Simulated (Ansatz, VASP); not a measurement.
## Two plane-wave programs on Mn

The input INCAR:

```
SYSTEM = Mn
PREC     = Accurate       ! precision mode
ENCUT    = 500            ! plane-wave cutoff, eV
EDIFF    = 1E-7           ! SCF threshold, eV
ISMEAR   = -1             ! smearing method
SIGMA    = 0.05           ! smearing width, eV
LREAL    = .FALSE.        ! projectors in reciprocal space
LASPH    = .TRUE.         ! aspherical terms in the spheres
NELM     = 200            ! most SCF steps
ALGO     = Normal         ! electronic algorithm
ISIF     = 3              ! what is computed and relaxed
LWAVE    = .FALSE.        ! write WAVECAR
LCHARG   = .FALSE.        ! write CHGCAR
ISPIN    = 2              ! spin polarisation
MAGMOM   = 3 3 -3 -3      ! initial moments
LORBIT   = 11             ! projections on sites
LMAXMIX  = 4              ! l up to which the mixer works
GGA      = RE             ! functional
IBRION   = 2              ! ionic algorithm
NSW      = 80             ! ionic steps
EDIFFG   = -0.01          ! ionic threshold
GGA_COMPAT= .FALSE.      
NELMIN   = 4
```

The input KPOINTS:

```
Automatic mesh
0
G
  14 14 4
  0 0 0
```

Contents of POSCAR:

```
Mn
1.0
    2.5517868831      0.0000000000      0.0000000000
   -1.2758934415      2.2099122658      0.0000000000
    0.0000000000      0.0000000000      8.3341359602
Mn
4
Direct
    0.0000000000      0.0000000000      0.0000000000
    0.0000000000      0.0000000000      0.5000000000
    0.3333333333      0.6666666667      0.2500000000
    0.6666666667      0.3333333333      0.7500000000
```

Input for Ansatz:

```yaml
crystal:
  lattice:
    - [2.5517868831, 0.0, 0.0]
    - [-1.2758934415, 2.2099122658, 0.0]
    - [0.0, 0.0, 8.3341359602]
  atoms:
    - { symbol: Mn, position: [0.0, 0.0, 0.0], spin: 3.0 }
    - { symbol: Mn, position: [0.0, 0.0, 0.5], spin: 3.0 }
    - { symbol: Mn, position: [0.3333333333, 0.6666666667, 0.25], spin: -3.0 }
    - { symbol: Mn, position: [0.6666666667, 0.3333333333, 0.75], spin: -3.0 }
hamiltonian:
  xc: revpbe
  pseudopotentials:
    kind: paw
    azcp:
      Mn: "pseudopotentials/Mn.paw.azcp"
basis:
  ecutwfc: 420
  fft_grid_basis: typed
kpoints:
  mp_grid: { grid: [14, 14, 4], shift: [0, 0, 0] }
magnetization:
  spin_polarized: true
scf:
  occupations: { method: fermi_dirac, width: 0.05 }
relax:
  max_steps: 60
  f_tol: 0.01
  cell: {}
output:
  write_density: true
  write_potential: true
  elf: true
  volumetric_format: npy
```

Alike in both runs: task relaxation of cell and atoms; functional revPBE; k mesh 14 × 14 × 4; occupations fermi-dirac, width 0.05 eV; collinear spin.

|  | VASP | Ansatz |
| --- | --- | --- |
| version | VASP 6.6.1 | Ansatz 0.2.0 |
| potentials or method | VASP PAW PBE potentials, release 64 (Mn_pv), cutoff 500 eV | plane waves (420 eV) with PAW, scalar-relativistic |
| valence electrons in the cell | 52 | 60 |

VASP gave:

| Property | Result |
| --- | --- |
| net moment per atom (μB) | 0.05 |
| size of the moment on the site where the two differ most (μB) | 0.84 |
| relaxed volume (Å³/atom) | 11.01 |
| relaxed length of the cell vector where the two differ most in proportion (Å) | 8.119 |

Question: What did Ansatz give for the same quantities?

Answer: net moment per atom (μB): 0.04; size of the moment on the site where the two differ most (μB): 0.76; relaxed volume (Å³/atom): 10.99; relaxed length of the cell vector where the two differ most in proportion (Å): 8.112.

VASP's potentials were made for PBE, not for revPBE. Site moments also hang on the region over which each program counts them. VASP's potentials hold 52 valence electrons a cell and Ansatz's 60, so a difference there can come from the potentials and not from the codes.
